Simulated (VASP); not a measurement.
A run of VASP 6.6.1 is set up as follows.

File POSCAR:

```
Ge
1.0
    0.0000000000      2.8368735118      2.8368735118
    2.8368735118      0.0000000000      2.8368735118
    2.8368735118      2.8368735118      0.0000000000
Ge
2
Direct
    0.0000000000      0.0000000000      0.0000000000
    0.2500000000      0.2500000000      0.2500000000
```

The input INCAR.step1:

```
SYSTEM = Ge
PREC = Accurate
ENCUT = 520
EDIFF = 1E-5
ISMEAR = -1
SIGMA = 0.02
LREAL = .False.
LASPH = .True.
NELM = 60
ALGO = Normal
ISIF = 2
LWAVE = .True.
NBANDS = 21
GGA = PE
```

The input INCAR.step2:

```
SYSTEM = Ge
PREC = Accurate
ENCUT = 520
EDIFF = 1E-7
ISMEAR = -1
SIGMA = 0.02
LREAL = .False.
LASPH = .True.
NELM = 60
ALGO = Normal
ISIF = 2
LWAVE = .False.
LCHARG = .True.
GGA = PE
LHFCALC = .True.
HFSCREEN = 0.2079
PRECFOCK = Normal
LELF = .True.
LVHAR = .True.
NBANDS = 21
ISTART = 1
```

File KPOINTS:

```
regular mesh
0
Gamma
  4 4 4
  0 0 0
```

Potentials or basis: VASP PAW PBE potentials, release 64 (Ge_d).

Command:

```bash
$ cat potpaw_PBE.64/Ge_d/POTCAR > POTCAR
$ cp INCAR.step1 INCAR
$ mpirun -np 1 vasp_std > vasp.out
$ cp INCAR.step2 INCAR
$ mpirun -np 1 vasp_std > vasp.out
```

Estimate the band gap on the k mesh.

0.85 eV (least direct gap 0.88 eV).

Estimate the pressure.

0.5 GPa.

Caveat: the k points lie up to 0.48 Å⁻¹ apart; the PAW data sets were made with another functional, which shifts forces and pressure a little. A k mesh can miss the band edges.
